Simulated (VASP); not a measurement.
Crystal: KF.

```
K F
1.0
     4.48472    0.00000    0.00000
    -2.24236    3.88388    0.00000
     0.00000    0.00000    5.33021
K F
2 2
Direct
  0.33333 0.66667 0.25000
  0.66667 0.33333 0.75000
  0.66667 0.33333 0.25000
  0.33333 0.66667 0.75000
```

This cell differs from its parent crystal: uniaxial z strain +1.1%.

Base run:

```yaml
Program: VASP 6.6.1
Functional: r2SCAN
Potentials_or_basis: VASP PAW PBE potentials, release 64 (K_sv, F)
Cutoff: 520 eV
k_mesh: 6 × 6 × 6
Occupations: gaussian, width 0.01 eV
Spin: no spin polarisation
```

Its results: band gap on the k mesh 5.94 eV; pressure -0.3 GPa.

Task: The run is repeated on the same cell with these changes: functional from r2SCAN to PBE; occupations from gaussian, width 0.01 eV to fermi-dirac, width 0.02 eV. What comes out?

Result: Band gap on the k mesh 5.35 eV; pressure 0.9 GPa.

Caveats: the PAW data sets were made with another functional, which shifts forces and pressure a little (at least some runs).

A k mesh can miss the band edges.
